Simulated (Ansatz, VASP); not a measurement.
# Co in VASP and in Ansatz

The input INCAR:

```
ALGO = Normal
EDIFF = 1E-6
ENCUT = 520
GGA = RP
ISIF = 2
ISMEAR = -1
ISPIN = 2
LASPH = T
LCHARG = F
LMAXMIX = 4
LORBIT = 11
LREAL = F
LWAVE = F
MAGMOM = 1.944
NBANDS = 14
NELM = 150
PREC = Accurate
SIGMA = 0.05
```

The input KPOINTS:

```
k-points
0
Gamma
  15 15 15
```

The input POSCAR:

```
Co
1.0
    2.4269649615      0.0000000000      0.0000000000
    0.0000000000      2.4269649615      0.0000000000
    0.0000000000      0.0000000000      2.4269649615
Co
1
Direct
    0.0000000000      0.0000000000      0.0000000000
```

Input for Ansatz:

```yaml
crystal:
  lattice:
    - [2.4269649615, 0.0, 0.0]
    - [0.0, 2.4269649615, 0.0]
    - [0.0, 0.0, 2.4269649615]
  atoms:
    - { symbol: Co, position: [0.0, 0.0, 0.0], spin: 1.944 }
hamiltonian:
  xc: rpbe
  pseudopotentials:
    kind: paw
    azcp:
      Co: "pseudopotentials/Co.paw.azcp"
basis:
  ecutwfc: 420
  fft_grid_basis: typed
kpoints:
  mp_grid: { grid: [15, 15, 15], shift: [0, 0, 0] }
magnetization:
  spin_polarized: true
scf:
  occupations: { method: fermi_dirac, width: 0.05 }
  lower_state_search: "off"
output:
  stress: true
```

Alike in both runs: task single point; functional RPBE; k mesh 15 × 15 × 15; occupations fermi-dirac, width 0.05 eV; collinear spin.

|  | VASP | Ansatz |
| --- | --- | --- |
| version | VASP 6.6.1 | Ansatz 0.2.0 |
| potentials or method | VASP PAW PBE potentials, release 64 (Co), cutoff 520 eV | plane waves (420 eV) with PAW, scalar-relativistic |
| valence electrons in the cell | 9 | 17 |

|  | VASP | Ansatz | Ansatz less VASP |
| --- | --- | --- | --- |
| pressure (GPa) | -8.9 | -8.6 | +0.31 |
| net moment per atom (μB) | 1.94 | 1.96 | +0.026 |
| size of the moment on the site where the two differ most (μB) | 1.96 | 2.00 | +0.039 |

VASP's potentials were made for PBE, not for RPBE. Site moments also hang on the region over which each program counts them. The functional is the same, so the differences come from potentials, cutoffs and numerics. VASP's potentials hold 9 valence electrons a cell and Ansatz's 17, so a difference there can come from the potentials and not from the codes.
